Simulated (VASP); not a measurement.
# Ag (P6_3/mmc) in VASP: a series of runs

Runs on Ag. Level: LDA. Tasks: electric field gradients.

Program: VASP 6.6.1. These are calculated values, not measurements. Logs are shortened: lines on timing, memory, paths and dates and some standing lists are left out, and cuts for length are marked.

**1. The cell of the first run**

It takes space group P6_3/mmc (No. 194, hexagonal). The conventional cell has a = 2.940 Å, b = 2.940 Å, c = 4.806 Å, α = 90.00°, β = 90.00°, γ = 120.00°. Within 3.9 Å of Ag (site symmetry -6m2) lie 12 Ag at 2.94 Å.

**2. Electric field gradients, LDA (volume scaled by 1.01)**

INCAR reads:

```
ALGO = Normal
EDIFF = 1E-8
ENCUT = 520
ISIF = 2
ISMEAR = -1
LASPH = True
LCHARG = False
LEFG = True
LREAL = False
LWAVE = False
NBANDS = 18
NELM = 60
PREC = Accurate
SIGMA = 0.05
```

KPOINTS reads:

```
k-points
0
Gamma
  14 14 8
```

POSCAR reads:

```
Ag
1.0
    2.9397323648      0.0000000000      0.0000000000
   -1.4698661824      2.5458829083      0.0000000000
    0.0000000000      0.0000000000      4.8059137382
Ag
2
Direct
    0.3333333333      0.6666666667      0.2500000000
    0.6666666667      0.3333333333      0.7500000000
```

Potentials or basis: VASP PAW LDA potentials, release 64 (Ag).

Started as:

```
> cat potpaw_LDA.64/Ag/POTCAR > POTCAR
> mpirun -np 1 vasp_std > vasp.out
```

OUTCAR:

```text
EDIFF = 1E-8
   ENCUT = 520
   ISIF = 2
   ISMEAR = -1
   LASPH = True
   LREAL = False
   NELM = 60
   PREC = Accurate

 ion  position               nearest neighbor table
   1  0.333  0.667  0.250-   2 2.94   2 2.94   2 2.94   2 2.94   2 2.94   2 2.94
   2  0.667  0.333  0.750-   1 2.94   1 2.94   1 2.94   1 2.94   1 2.94   1 2.94

  LATTYP: Found a hexagonal cell.
 ALAT       =     2.9397323648
 C/A-ratio  =     1.6348133578

  Lattice vectors:

 A1 = (   2.9397323648,   0.0000000000,   0.0000000000)
 A2 = (  -1.4698661824,   2.5458829083,   0.0000000000)
 A3 = (   0.0000000000,   0.0000000000,   4.8059137382)

Analysis of symmetry for initial positions (statically):
=====================================================================
 Subroutine PRICEL returns:
 Original cell was already a primitive cell.

 Routine SETGRP: Setting up the symmetry group for a
 hexagonal supercell.

 Subroutine GETGRP returns: Found 24 space group operations
 (whereof 12 operations were pure point group operations)
 out of a pool of 24 trial point group operations.

The static configuration has the point symmetry D_3d.
 The point group associated with its full space group is D_6h.

Analysis of symmetry for dynamics (positions and initial velocities):
=====================================================================
 Subroutine PRICEL returns:
 Original cell was already a primitive cell.

 Routine SETGRP: Setting up the symmetry group for a
 hexagonal supercell.

 Subroutine GETGRP returns: Found 24 space group operations
 (whereof 12 operations were pure point group operations)
 out of a pool of 24 trial point group operations.

The dynamic configuration has the point symmetry D_3d.
 The point group associated with its full space group is D_6h.

 Subroutine INISYM returns: Found 24 space group operations
 (whereof 12 operations are pure point group operations),
 and found     1 'primitive' translations

----------------------------------------------------------------------------------------

                                     Primitive cell

  volume of cell :      35.9685

  direct lattice vectors                    reciprocal lattice vectors
     2.939732365  0.000000000  0.000000000     0.340167021  0.196395521  0.000000000
    -1.469866182  2.545882908  0.000000000     0.000000000  0.392791042  0.000000000
     0.000000000  0.000000000  4.805913738     0.000000000  0.000000000  0.208076977

  length of vectors
     2.939732365  2.939732365  4.805913738     0.392791042  0.392791042  0.208076977

  position of ions in fractional coordinates (direct lattice)
     0.333333333  0.666666667  0.250000000
     0.666666667  0.333333333  0.750000000

  ion indices of the primitive-cell ions
   primitive index   ion index
                 1           1
                 2           2

----------------------------------------------------------------------------------------

 KPOINTS: k-points

Automatic generation of k-mesh.
 Grid dimensions read from file:
 generate k-points for:   14   14    8

 Generating k-lattice:

  Cartesian coordinates                     Fractional coordinates (reciprocal lattice)
     0.024297644  0.014028251  0.000000000     0.071428571  0.000000000  0.000000000
     0.000000000  0.028056503  0.000000000     0.000000000  0.071428571  0.000000000
     0.000000000  0.000000000  0.026009622     0.000000000  0.000000000  0.125000000

  Length of vectors
     0.028056503  0.028056503  0.026009622

  Shift w.r.t. Gamma in fractional coordinates (k-lattice)
     0.000000000  0.000000000  0.000000000

 Subroutine IBZKPT returns following result:
 ===========================================

 Found    120 irreducible k-points:

 Following reciprocal coordinates:
            Coordinates               Weight
  0.000000  0.000000  0.000000      1.000000
  0.071429  0.000000  0.000000      6.000000
  0.142857  0.000000  0.000000      6.000000
  0.214286 -0.000000  0.000000      6.000000
  0.285714  0.000000  0.000000      6.000000
  0.357143  0.000000  0.000000      6.000000
[... 16 lines left out ...]
  0.285714  0.285714  0.000000      6.000000
  0.357143  0.285714  0.000000      6.000000
 [... further k-points ...]
   k-points           NKPTS =    120   k-points in BZ     NKDIM =    120   number of bands    NBANDS=     18
   number of dos      NEDOS =    301   number of ions     NIONS =      2
   total plane-waves  NPLWV =  20736
   dimension x,y,z NGX =    24 NGY =   24 NGZ =   36
   dimension x,y,z NGXF=    48 NGYF=   48 NGZF=   72
   ions per type =               2
   NGX,Y,Z   is equivalent  to a cutoff of  13.57, 13.57, 12.45 a.u.
   NGXF,Y,Z  is equivalent  to a cutoff of  27.14, 27.14, 24.91 a.u.
 SYSTEM =  unknown system
   PREC   = accura    normal or accurate (medium, high low for compatibility)
   ISTART =      0    job   : 0-new  1-cont  2-samecut
   ICHARG =      2    charge: 1-file 2-atom 10-const
   ISPIN  =      1    spin polarized calculation?
   LNONCOLLINEAR =      F non collinear calculations
   LSORBIT =      F    spin-orbit coupling
   LASPH  =      T    aspherical Exc in radial PAW
   ENCUT  =  520.0 eV  38.22 Ry    6.18 a.u.   5.47  5.47  8.94*2*pi/ulx,y,z
   NELM   =     60;   NELMIN=  2; NELMDL= -5     # of ELM steps
   EDIFF  = 0.1E-07   stopping-criterion for ELM
   LREAL  =      F    real-space projection
   EDIFFG = 0.1E-06   stopping-criterion for IOM
   NSW    =      0    number of steps for IOM
   IBRION =     -1    ionic relax: 0-MD 1-quasi-New 2-CG
   NFREE  =      0    steps in history (QN), initial steepest desc. (CG)
   ISIF   =      2    stress and relaxation
   ISYM   =      2    0-nonsym 1-usesym 2-fastsym
   POTIM  = 0.5000    time-step for ionic-motion
   TEBEG  =    0.0;   TEEND  =   0.0 temperature during run
   PSTRESS=    0.0 pullay stress
   NELECT =      22.0000    total number of electrons
   NUPDOWN=      -1.0000    fix difference up-down
   EMIN   =  10.00;   EMAX   =-10.00  energy-range for DOS
   EFERMI =   0.00;   METHOD = LEGACY
   ISMEAR =    -1;   SIGMA  =   0.05  broadening in eV -4-tet -1-fermi 0-gaus
   EFERMI_NEDOS =   21; number of points for ismear=-14 and -15
   IALGO  =     38    algorithm
   IMIX   =      4    mixing-type and parameters
     AMIX     =   0.40;   BMIX     =  1.00
     AMIX_MAG =   1.60;   BMIX_MAG =  1.00
  volume/ion in A,a.u.               =      17.98       121.36
  Fermi-wavevector in a.u.,A,eV,Ry     =   1.389659  2.626075 26.274930  1.931153
  Thomas-Fermi vector in A             =   2.513669
   LORBIT       =      0    0 simple, 1 ext, 2 COOP (PROOUT), +10 PAW based schemes
   GGA     = CA    functional components
   LHFCALC =     F    Hartree Fock is set to
   AEXX    =    0.0000 exact exchange contribution
   IVDW    =     0    specifies the selected vdW correction
   LEPSILON=     F    determine dielectric tensor
   LRPA    =     F    only Hartree local field effects (RPA)
 non-spin polarized calculation
  energy-cutoff  :      520.00
  volume of cell :       35.97
 maximum number of plane-waves:       993
 NGX is ok and might be reduce to    24
   NGX = 11   NGY = 11   NGZ = 17

 number of electron      22.0000002 magnetization

 Free energy of the ion-electron system (eV)
  ---------------------------------------------------
  ext. energy  EPLUGINS =         0.00000000
  ---------------------------------------------------
  free energy    TOTEN  =        -7.40000135 eV

  energy without entropy =       -7.39607259  energy(sigma->0) =       -7.39803697

 E-fermi :   7.3802     XC(G=0): -12.2712

 val. band max:        7.3045169028   @ k =   0.0714   0.0714   0.1250
 cond. band min:       7.3919908918   @ k =   0.4286   0.0714   0.2500
 fundamental gap:      0.0874739890
 Fermi energy:         7.3802245518

 k-point     1 :       0.0000    0.0000    0.0000
  band No.  band energies     occupation
      1      -0.0254      2.00000
      2       1.3475      2.00000
      3       2.8260      2.00000
      4       2.9238      2.00000
      5       2.9238      2.00000
      6       3.1413      2.00000
[... 10 lines left out ...]
     17      24.9442      0.00000
     18      25.0426      0.00000

 k-point     2 :       0.0714    0.0000    0.0000
  band No.  band energies     occupation
      1       0.1104      2.00000
      2       1.4258      2.00000
      3       2.7474      2.00000
      4       2.9937      2.00000
      5       2.9977      2.00000
      6       3.1160      2.00000
[... 10 lines left out ...]
     17      24.8811      0.00000
     18      25.6503      0.00000

 k-point     3 :       0.1429    0.0000    0.0000
  band No.  band energies     occupation
      1       0.4978      2.00000
      2       1.6225      2.00000
      3       2.6221      2.00000
      4       3.0159      2.00000
      5       3.1706      2.00000
      6       3.1946      2.00000
[... 10 lines left out ...]
     17      25.1362      0.00000
     18      25.4528      0.00000

 k-point     4 :       0.2143   -0.0000    0.0000
  band No.  band energies     occupation
      1       1.0507      2.00000
      2       1.7903      2.00000
      3       2.5903      2.00000
      4       2.7677      2.00000
      5       2.9632      2.00000
      6       3.1870      2.00000
[... 10 lines left out ...]
     17      23.4436      0.00000
     18      24.8589      0.00000

 k-point     5 :       0.2857    0.0000    0.0000
  band No.  band energies     occupation
      1       1.5210      2.00000
      2       1.7642      2.00000
      3       2.3553      2.00000
      4       2.8428      2.00000
      5       3.0159      2.00000
      6       3.0511      2.00000
[... 10 lines left out ...]
     17      21.9017      0.00000
     18      23.8866      0.00000

 k-point     6 :       0.3571    0.0000    0.0000
  band No.  band energies     occupation
      1       1.5735      2.00000
      2       1.7484      2.00000
      3       2.0326      2.00000
      4       2.9379      2.00000
      5       3.1493      2.00000
      6       3.2494      2.00000
[... 307 lines left out ...]
 k-point    21 :       0.2857    0.2143    0.0000
  band No.  band energies     occupation
      1       1.9041      2.00000
      2       2.0162      2.00000
      3       2.1629      2.00000
      4       2.7507      2.00000
      5       2.8135      2.00000
      6       3.1551      2.00000
[... 10 lines left out ...]
     17      19.4829      0.00000
     18      20.6924      0.00000

 k-point    22 :       0.3571    0.2143    0.0000
  band No.  band energies     occupation
      1       1.8175      2.00000
      2       1.9632      2.00000
      3       2.1652      2.00000
      4       2.7744      2.00000
      5       2.9916      2.00000
      6       3.0400      2.00000
[... 10 lines left out ...]
     17      18.0768      0.00000
     18      20.3402      0.00000

 k-point    23 :       0.2857    0.2857    0.0000
  band No.  band energies     occupation
      1       1.8329      2.00000
      2       2.1695      2.00000
      3       2.2519      2.00000
      4       2.7613      2.00000
      5       2.7657      2.00000
      6       3.0190      2.00000
[... 10 lines left out ...]
     17      18.5835      0.00000
     18      18.6761      0.00000

 k-point    24 :       0.3571    0.2857    0.0000
  band No.  band energies     occupation
      1       1.8088      2.00000
      2       2.2227      2.00000
      3       2.2858      2.00000
      4       2.7370      2.00000
      5       2.8131      2.00000
      6       2.9278      2.00000
[... 10 lines left out ...]
     17      17.6131      0.00000
     18      18.4733      0.00000

 [... further k-points ...]

------------------------ aborting loop because EDIFF is reached ----------------------------------------

  FORCE on cell =-STRESS in cart. coord.  units (eV):
  Direction    XX          YY          ZZ          XY          YZ          ZX
  --------------------------------------------------------------------------------------
  -------------------------------------------------------------------------------------
  Total       -2.4753133     -2.4753133     -2.5574587      0.0000000      0.0000000      0.0000000
  in kB     -110.2601481   -110.2601481   -113.9192252      0.0000000      0.0000000      0.0000000
  external PRESSURE =    -111.4798405 kB  Pullay stress =       0.0000000 kB

 VOLUME and BASIS-vectors are now :
 -----------------------------------------------------------------------------
  energy-cutoff  :      520.00
  volume of cell :       35.97
      direct lattice vectors                 reciprocal lattice vectors
     2.939732365  0.000000000  0.000000000     0.340167021  0.196395521  0.000000000
    -1.469866182  2.545882908  0.000000000     0.000000000  0.392791042  0.000000000
     0.000000000  0.000000000  4.805913738     0.000000000  0.000000000  0.208076977

 POSITION                                       TOTAL-FORCE (eV/Angst)
 -----------------------------------------------------------------------------------
     -0.00000      1.69726      1.20148         0.000000     -0.000000      0.000000
      1.46987      0.84863      3.60444        -0.000000      0.000000      0.000000
 -----------------------------------------------------------------------------------
    total drift:                                0.000000     -0.000000      0.000000

  FREE ENERGIE OF THE ION-ELECTRON SYSTEM (eV)
  ---------------------------------------------------
  free  energy   TOTEN  =        -7.4000013522 eV

  energy  without entropy=       -7.3960725851  energy(sigma->0) =       -7.39803697

 Electric field gradients (V/A^2)
---------------------------------------------------------------------
 ion       V_xx      V_yy      V_zz      V_xy      V_xz      V_yz
---------------------------------------------------------------------
   1      -1.940    -1.941     3.881    -0.001     0.000    -0.000
   2      -1.940    -1.941     3.881    -0.001    -0.000     0.000
---------------------------------------------------------------------

 Electric field gradients after diagonalization (V/A^2)
 (convention: |V_zz| > |V_xx| > |V_yy|)
----------------------------------------------------------------------
 ion       V_xx      V_yy      V_zz     asymmetry (V_yy - V_xx)/ V_zz
----------------------------------------------------------------------
   1      -1.941    -1.940     3.881       0.000
   2      -1.941    -1.940     3.881       0.000
----------------------------------------------------------------------

           NMR quadrupolar parameters

 Cq : quadrupolar parameter    Cq=e*Q*V_zz/h
 eta: asymmetry parameters     (V_yy - V_xx)/ V_zz
 Q  : nuclear electric quadrupole moment in mb (millibarn)
----------------------------------------------------------------------
 ion       Cq(MHz)       eta       Q (mb)
----------------------------------------------------------------------
   1       0.009       0.000       1.000
   2       0.009       0.000       1.000
----------------------------------------------------------------------
```

Wall time 34 s (1 thread of AMD EPYC 9R45 (Zen 5), shared host); peak memory 0.15 GiB.

What came out:

```yaml
Free_energy: -7.4000 eV
Pressure: -11.1 GPa
Band_gap_on_the_k_mesh: zero (band 11 reaches 10.95 eV, above the bottom of band 12 at 4.11 eV)
```

Levels at points of the mesh, in eV from the Fermi level:
```tsv
k point	band 9	band 10	band 11	band 12	band 13	band 14
(0.00, 0.00, 0.00)	-3.91	-2.98	-2.98	-0.26	3.30	15.58
(0.50, 0.00, 0.00)	-2.80	-2.73	0.15	1.44	6.60	6.91
(0.00, 0.00, 0.50)	-3.27	-3.27	-3.27	-3.27	10.73	10.73
(0.50, 0.00, 0.50)	-2.77	-2.77	0.82	0.82	4.29	4.29
```

Electric field gradients, principal values (V/Å²):
| atom | least | middle | greatest (by size) |
| --- | --- | --- | --- |
| 1 Ag | -1.940 | -1.941 | 3.881 |
| 2 Ag | -1.940 | -1.941 | 3.881 |

Caveat: without QUAD_EFG the Cq values of the log hold for a quadrupole moment of 1 mb, not for the nuclei.

[end of part 1 of 2]
